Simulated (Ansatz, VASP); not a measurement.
**Two plane-wave programs on Mn**

The input INCAR:

```
ALGO     = Normal         # electronic algorithm
EDIFF    = 1E-7           # SCF threshold, eV
ENCUT    = 520            # plane-wave cutoff, eV
GGA      = PE             # functional
ISIF     = 2              # what is computed and relaxed
ISMEAR   = -1             # smearing method
ISPIN    = 2              # spin polarisation
LASPH    = True           # aspherical terms in the spheres
LCHARG   = True           # write CHGCAR
LELF     = True           # ELF
LMAXMIX  = 4              # l up to which the mixer works
LORBIT   = 11             # projections on sites
LREAL    = False          # projectors in reciprocal space
LVHAR    = True         
LWAVE    = False          # write WAVECAR
MAGMOM   = -0.839         # initial moments
NBANDS   = 16             # bands
NELM     = 150            # most SCF steps
PREC     = Accurate       # precision mode
SIGMA    = 0.05           # smearing width, eV
```

Contents of KPOINTS:

```
k-points
0
Gamma
  18 18 18
```

File POSCAR:

```
Mn
1.0
   -1.4513169786      1.4513169786      1.4513169786
    1.4513169786     -1.4513169786      1.4513169786
    1.4513169786      1.4513169786     -1.4513169786
Mn
1
Direct
    0.0000000000      0.0000000000      0.0000000000
```

Input for Ansatz:

```yaml
crystal:
  lattice:
    - [-1.4513169786, 1.4513169786, 1.4513169786]
    - [1.4513169786, -1.4513169786, 1.4513169786]
    - [1.4513169786, 1.4513169786, -1.4513169786]
  atoms:
    - { symbol: Mn, position: [0.0, 0.0, 0.0], spin: -0.839 }
hamiltonian:
  xc: pbe
  pseudopotentials:
    kind: paw
    azcp:
      Mn: "pseudopotentials/Mn.paw.azcp"
basis:
  ecutwfc: 420
  fft_grid_basis: typed
kpoints:
  mp_grid: { grid: [18, 18, 18], shift: [0, 0, 0] }
magnetization:
  spin_polarized: true
scf:
  occupations: { method: fermi_dirac, width: 0.05 }
  lower_state_search: "off"
output:
  stress: true
  write_density: true
  write_potential: true
  elf: true
  volumetric_format: npy
```

Alike in both runs: task single point; functional PBE; k mesh 18 × 18 × 18; occupations fermi-dirac, width 0.05 eV; collinear spin.

|  | VASP | Ansatz |
| --- | --- | --- |
| version | VASP 6.6.1 | Ansatz 0.2.0 |
| potentials or method | VASP PAW PBE potentials, release 64 (Mn_pv), cutoff 520 eV | plane waves (420 eV) with PAW, scalar-relativistic |
| valence electrons in the cell | 13 | 15 |

Ansatz gave:

| Property | Result |
| --- | --- |
| pressure (GPa) | -21.2 |
| net moment per atom (μB) | 1.08 |
| size of the moment on the site where the two differ most (μB) | 1.09 |

**Question.** Which values does VASP return?

**Answer.** Pressure (GPa): -21.1; net moment per atom (μB): 1.09; size of the moment on the site where the two differ most (μB): 1.10.

Site moments also hang on the region over which each program counts them. VASP's potentials hold 13 valence electrons a cell and Ansatz's 15, so a difference there can come from the potentials and not from the codes.
